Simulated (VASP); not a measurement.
# AlFe (Pm-3m) in VASP: a series of runs, part 2 of 2

VASP 6.6.1. Earlier steps stand in the parts before.

## Step 3: Single point, LDA, collinear spin, ferromagnetic start (volume scaled by 0.980)

Input file INCAR:

```
SYSTEM = AlFe
ALGO = Normal
EDIFF = 1E-7
ENCUT = 520
ISIF = 2
ISMEAR = 0
ISPIN = 2
LASPH = .TRUE.
LCHARG = .TRUE.
LELF = .TRUE.
LMAXMIX = 4
LORBIT = 11
LREAL = .FALSE.
LVHAR = .TRUE.
LWAVE = .FALSE.
MAGMOM = 0 0.72
NBANDS = 16
NELM = 150
PREC = Accurate
SIGMA = 0.05
```

Input file KPOINTS:

```
k-points
0
G
  16 16 16
  0 0 0
```

Input file POSCAR:

```
AlFe
1.0
    2.7967666247      0.0000000000      0.0000000000
    0.0000000000      2.7967666247      0.0000000000
    0.0000000000      0.0000000000      2.7967666247
Al Fe
1 1
Direct
    0.0000000000      0.0000000000      0.0000000000
    0.5000000000      0.5000000000      0.5000000000
```

Potentials or basis: VASP PAW LDA potentials, release 64 (Al, Fe).

Run with:

```bash
> cat potpaw_LDA.64/Al/POTCAR potpaw_LDA.64/Fe/POTCAR > POTCAR
> mpirun -np 1 vasp_std > vasp.out
```

OUTCAR:

```text
SYSTEM = AlFe
   EDIFF = 1E-7
   ENCUT = 520
   ISIF = 2
   ISMEAR = 0
   ISPIN = 2
   LASPH = .TRUE.
   LORBIT = 11
   LREAL = .FALSE.
   NELM = 150
   PREC = Accurate

 ion  position               nearest neighbor table
   1  0.000  0.000  0.000-   2 2.42   2 2.42   2 2.42   2 2.42   2 2.42   2 2.42   2 2.42   2 2.42

   2  0.500  0.500  0.500-   1 2.42   1 2.42   1 2.42   1 2.42   1 2.42   1 2.42   1 2.42   1 2.42

  LATTYP: Found a simple cubic cell.
 ALAT       =     2.7967666247

  Lattice vectors:

 A1 = (   2.7967666247,   0.0000000000,   0.0000000000)
 A2 = (   0.0000000000,   2.7967666247,   0.0000000000)
 A3 = (   0.0000000000,   0.0000000000,   2.7967666247)

Analysis of symmetry for initial positions (statically):
=====================================================================
 Subroutine PRICEL returns:
 Original cell was already a primitive cell.

 Routine SETGRP: Setting up the symmetry group for a
 simple cubic supercell.

 Subroutine GETGRP returns: Found 48 space group operations
 (whereof 48 operations were pure point group operations)
 out of a pool of 48 trial point group operations.

The static configuration has the point symmetry O_h .

Analysis of symmetry for dynamics (positions and initial velocities):
=====================================================================
 Subroutine PRICEL returns:
 Original cell was already a primitive cell.

 Routine SETGRP: Setting up the symmetry group for a
 simple cubic supercell.

 Subroutine GETGRP returns: Found 48 space group operations
 (whereof 48 operations were pure point group operations)
 out of a pool of 48 trial point group operations.

The dynamic configuration has the point symmetry O_h .

Analysis of structural, dynamic, and magnetic symmetry:
=====================================================================
 Subroutine PRICEL returns:
 Original cell was already a primitive cell.

 Routine SETGRP: Setting up the symmetry group for a
 simple cubic supercell.

 Subroutine GETGRP returns: Found 48 space group operations
 (whereof 48 operations were pure point group operations)
 out of a pool of 48 trial point group operations.

The overall configuration has the point symmetry O_h .

[... 149 lines left out ...]
 val. band max:        8.6310903547   @ k =   0.1250   0.1250   0.0625
 cond. band min:       8.6343863883   @ k =   0.2500   0.2500   0.0000
 fundamental gap:      0.0032960336
 Fermi energy:         8.6324860275

 spin component 1

 k-point     1 :       0.0000    0.0000    0.0000
  band No.  band energies     occupation
      1      -2.1458      1.00000
      2       5.8761      1.00000
      3       5.8761      1.00000
      4       8.4708      1.00000
      5       8.4708      1.00000
      6       8.4708      1.00000
[... 435 lines left out ...]
      5       7.4283      1.00000
      6       8.4524      1.00000
[... 8 lines left out ...]
     15      29.2101      0.00000
     16      29.9753      0.00000

 [... further k-points ...]

 spin component 2

 k-point     1 :       0.0000    0.0000    0.0000
  band No.  band energies     occupation
      1      -2.0953      1.00000
      2       6.2171      1.00000
      3       6.2171      1.00000
      4       9.0816      0.00000
      5       9.0816      0.00000
      6       9.0816      0.00000
[... 435 lines left out ...]
      5       7.9620      1.00000
      6       9.0611      0.00000
[... 8 lines left out ...]
     15      29.3209      0.00000
     16      30.0119      0.00000

 [... further k-points ...]

------------------------ aborting loop because EDIFF is reached ----------------------------------------

  FORCE on cell =-STRESS in cart. coord.  units (eV):
  Direction    XX          YY          ZZ          XY          YZ          ZX
  --------------------------------------------------------------------------------------
  -------------------------------------------------------------------------------------
  Total        0.6503172      0.6503172      0.6503172     -0.0000000     -0.0000000      0.0000000
  in kB       47.6285259     47.6285259     47.6285259     -0.0000000     -0.0000000      0.0000000
  external PRESSURE =      47.6285259 kB  Pullay stress =       0.0000000 kB

 VOLUME and BASIS-vectors are now :
 -----------------------------------------------------------------------------
  energy-cutoff  :      520.00
  volume of cell :       21.88
      direct lattice vectors                 reciprocal lattice vectors
     2.796766625  0.000000000  0.000000000     0.357555754  0.000000000  0.000000000
     0.000000000  2.796766625  0.000000000     0.000000000  0.357555754  0.000000000
     0.000000000  0.000000000  2.796766625     0.000000000  0.000000000  0.357555754

 POSITION                                       TOTAL-FORCE (eV/Angst)
 -----------------------------------------------------------------------------------
      0.00000      0.00000      0.00000         0.000000      0.000000      0.000000
      1.39838      1.39838      1.39838         0.000000      0.000000      0.000000
 -----------------------------------------------------------------------------------
    total drift:                                0.000000     -0.000000     -0.000000

  FREE ENERGIE OF THE ION-ELECTRON SYSTEM (eV)
  ---------------------------------------------------
  free  energy   TOTEN  =       -14.3158882170 eV

  energy  without entropy=      -14.3129416971  energy(sigma->0) =      -14.31441496

 total charge

# of ion       s       p       d       tot
------------------------------------------
    1        0.417   0.481   0.000   0.898
    2        0.466   0.561   6.598   7.626
--------------------------------------------------
tot          0.884   1.042   6.598   8.524

 magnetization (x)

# of ion       s       p       d       tot
------------------------------------------
    1       -0.005  -0.011   0.000  -0.016
    2       -0.000   0.008   0.628   0.636
--------------------------------------------------
tot         -0.006  -0.002   0.628   0.621
```

It took 79 s on 1 thread of AMD EPYC 9R45 (Zen 5), shared host; peak memory 0.17 GiB.

Results:

- Free energy: -14.3159 eV
- Pressure: 4.8 GPa
- Net moment: 0.62 μB per cell
- Site moments: Al -0.02; Fe +0.64 μB
- Valence electrons inside the program's atomic spheres: Al 0.90; Fe 7.63

Levels at points of the mesh, in eV from the Fermi level:
Spin up:
```csv
k point,band 2,band 3,band 4,band 5,band 6,band 7,band 8,band 9,band 10,band 11
"(0.00, 0.00, 0.00)",-2.76,-2.76,-0.16,-0.16,-0.16,6.89,6.89,6.89,9.86,9.86
"(0.50, 0.00, 0.00)",-6.27,-2.05,-1.24,-1.24,-0.02,1.14,8.97,11.64,11.64,12.94
"(0.50, 0.50, 0.00)",-2.72,-2.09,-2.09,-1.00,-1.00,0.61,3.70,4.81,13.74,16.97
"(0.50, 0.50, 0.50)",-3.80,-3.80,0.66,0.66,3.17,3.17,3.17,5.03,6.65,6.65
```
Spin down:
```csv
k point,band 2,band 3,band 4,band 5,band 6,band 7,band 8,band 9
"(0.00, 0.00, 0.00)",-2.42,-2.42,0.45,0.45,0.45,6.95,6.95,6.95
"(0.50, 0.00, 0.00)",-6.17,-1.65,-0.71,-0.71,0.60,1.59,8.96,11.74
"(0.50, 0.50, 0.00)",-2.43,-2.05,-2.05,-0.44,-0.44,1.11,4.00,5.23
"(0.50, 0.50, 0.50)",-3.48,-3.48,1.15,1.15,3.26,3.26,3.26,5.03
```

Caveat: the cell differs from its parent crystal (volume scaled by 0.980).

## Step 4: Single point, LDA, collinear spin, ferromagnetic start

This run uses another cell than the first one, of 11.16 Å³/atom, 1.042 times its volume.

Input file INCAR:

```
SYSTEM = AlFe
PREC = Accurate
ENCUT = 520
EDIFF = 1E-6
ISMEAR = 0
SIGMA = 0.05
LREAL = .False.
LASPH = .True.
NELM = 150
ALGO = Fast
ISIF = 2
LWAVE = .False.
LCHARG = .False.
ISPIN = 2
MAGMOM = 0 0.72
LORBIT = 11
LMAXMIX = 4
GGA = CA
NBANDS = 16
```

Input file KPOINTS:

```
Automatic mesh
0
Gamma
  16 16 16
  0 0 0
```

Input file POSCAR:

```
AlFe
1.0
    2.8156642697      0.0000000000      0.0000000000
    0.0000000000      2.8156642697      0.0000000000
    0.0000000000      0.0000000000      2.8156642697
Al Fe
1 1
Direct
    0.0000000000      0.0000000000      0.0000000000
    0.5000000000      0.5000000000      0.5000000000
```

Potentials or basis: VASP PAW LDA potentials, release 64 (Al, Fe).

Run with:

```bash
> cat potpaw_LDA.64/Al/POTCAR potpaw_LDA.64/Fe/POTCAR > POTCAR
> mpirun -np 1 vasp_std > vasp.out
```

OUTCAR:

```text
SYSTEM = AlFe
   PREC = Accurate
   ENCUT = 520
   EDIFF = 1E-6
   ISMEAR = 0
   LREAL = .False.
   LASPH = .True.
   NELM = 150
   ISIF = 2
   ISPIN = 2
   LORBIT = 11
   GGA = CA

 ion  position               nearest neighbor table
   1  0.000  0.000  0.000-   2 2.44   2 2.44   2 2.44   2 2.44   2 2.44   2 2.44   2 2.44   2 2.44

   2  0.500  0.500  0.500-   1 2.44   1 2.44   1 2.44   1 2.44   1 2.44   1 2.44   1 2.44   1 2.44

  LATTYP: Found a simple cubic cell.
 ALAT       =     2.8156642697

  Lattice vectors:

 A1 = (   2.8156642697,   0.0000000000,   0.0000000000)
 A2 = (   0.0000000000,   2.8156642697,   0.0000000000)
 A3 = (   0.0000000000,   0.0000000000,   2.8156642697)

Analysis of symmetry for initial positions (statically):
=====================================================================
 Subroutine PRICEL returns:
 Original cell was already a primitive cell.

 Routine SETGRP: Setting up the symmetry group for a
 simple cubic supercell.

 Subroutine GETGRP returns: Found 48 space group operations
 (whereof 48 operations were pure point group operations)
[... 1104 lines left out ...]

 [... further k-points ...]

------------------------ aborting loop because EDIFF is reached ----------------------------------------

  FORCE on cell =-STRESS in cart. coord.  units (eV):
  Direction    XX          YY          ZZ          XY          YZ          ZX
  --------------------------------------------------------------------------------------
  -------------------------------------------------------------------------------------
  Total        0.0526023      0.0526023      0.0526023     -0.0000000     -0.0000000      0.0000000
  in kB        3.7754818      3.7754818      3.7754818     -0.0000000     -0.0000000      0.0000000
  external PRESSURE =       3.7754818 kB  Pullay stress =       0.0000000 kB

 VOLUME and BASIS-vectors are now :
 -----------------------------------------------------------------------------
  energy-cutoff  :      520.00
  volume of cell :       22.32
      direct lattice vectors                 reciprocal lattice vectors
     2.815664270  0.000000000  0.000000000     0.355155979  0.000000000  0.000000000
     0.000000000  2.815664270  0.000000000     0.000000000  0.355155979  0.000000000
     0.000000000  0.000000000  2.815664270     0.000000000  0.000000000  0.355155979

 POSITION                                       TOTAL-FORCE (eV/Angst)
 -----------------------------------------------------------------------------------
      0.00000      0.00000      0.00000         0.000000      0.000000      0.000000
      1.40783      1.40783      1.40783         0.000000      0.000000      0.000000
 -----------------------------------------------------------------------------------
    total drift:                                0.000000     -0.000000     -0.000000

  FREE ENERGIE OF THE ION-ELECTRON SYSTEM (eV)
  ---------------------------------------------------
  free  energy   TOTEN  =       -14.3230255585 eV

  energy  without entropy=      -14.3200530286  energy(sigma->0) =      -14.32153929

 total charge

# of ion       s       p       d       tot
------------------------------------------
    1        0.414   0.471   0.000   0.885
    2        0.458   0.545   6.576   7.579
--------------------------------------------------
tot          0.872   1.015   6.576   8.464

 magnetization (x)

# of ion       s       p       d       tot
------------------------------------------
    1       -0.005  -0.011   0.000  -0.016
    2       -0.000   0.008   0.642   0.649
--------------------------------------------------
tot         -0.006  -0.003   0.642   0.633
```

OSZICAR:

```text
N       E                     dE             d eps       ncg     rms          rms(c)
DAV:   1     0.289094813464E+02    0.28909E+02   -0.43642E+03 10856   0.686E+02
DAV:   2    -0.146762708258E+02   -0.43586E+02   -0.38814E+02 12584   0.144E+02
DAV:   3    -0.161731910567E+02   -0.14969E+01   -0.14802E+01 12864   0.281E+01
DAV:   4    -0.161918241814E+02   -0.18633E-01   -0.18629E-01 13168   0.280E+00
DAV:   5    -0.161923190277E+02   -0.49485E-03   -0.49484E-03 13248   0.511E-01    0.142E+01
RMM:   6    -0.175745545772E+02   -0.13822E+01   -0.87808E+00 12862   0.343E+01    0.169E+01
RMM:   7    -0.143808385415E+02    0.31937E+01   -0.19853E+00 12167   0.164E+01    0.334E+00
RMM:   8    -0.143293151177E+02    0.51523E-01   -0.14488E-02 12458   0.870E-01    0.138E+00
RMM:   9    -0.143293527326E+02   -0.37615E-04   -0.17697E-02 13383   0.102E+00    0.114E+00
RMM:  10    -0.143220677232E+02    0.72850E-02   -0.39528E-03 13185   0.673E-01    0.474E-01
RMM:  11    -0.143227842028E+02   -0.71648E-03   -0.20005E-03 13106   0.363E-01    0.309E-01
RMM:  12    -0.143220925555E+02    0.69165E-03   -0.10428E-03 12859   0.232E-01    0.372E-01
RMM:  13    -0.143230281544E+02   -0.93560E-03   -0.24085E-04 13147   0.159E-01    0.581E-02
RMM:  14    -0.143229816676E+02    0.46487E-04   -0.77376E-05 14570   0.569E-02    0.960E-02
RMM:  15    -0.143230190606E+02   -0.37393E-04   -0.11642E-05 14002   0.245E-02    0.442E-02
RMM:  16    -0.143230254352E+02   -0.63746E-05   -0.45680E-06 11859   0.166E-02    0.539E-03
RMM:  17    -0.143230255585E+02   -0.12327E-06   -0.10164E-06  8759   0.710E-03
   1 F= -.14323026E+02 E0= -.14321539E+02  d E =-.297253E-02  mag=     0.6351
```

It took 76 s on 1 thread of AMD EPYC 9R45 (Zen 5), shared host; peak memory 0.17 GiB.

What came out:

| Property | Result |
| --- | --- |
| Free energy | -14.3230 eV |
| Pressure | 0.4 GPa |
| Net moment | 0.64 μB per cell |
| Site moments | Al -0.02; Fe +0.65 μB |
| Valence electrons inside the program's atomic spheres | Al 0.89; Fe 7.58 |

## Step 5: Overview

```tsv
cell	gap on the mesh (eV)	pressure (GPa)	moment (μB)
a = 2.778 Å, 2 atoms	none	9.6	0.61
a = 2.797 Å, 2 atoms	none	4.8	0.62
a = 2.816 Å, 2 atoms	none	0.4	0.64
```

Alike in all rows: task single point; level LDA; potentials or basis VASP PAW LDA potentials, release 64 (Al, Fe); spin collinear, ferromagnetic start; k mesh 16 × 16 × 16; cutoff (eV) 520; smearing gaussian 0.05 eV.

Total energies depend on the potentials used, so only differences within one code and one set of settings carry meaning.
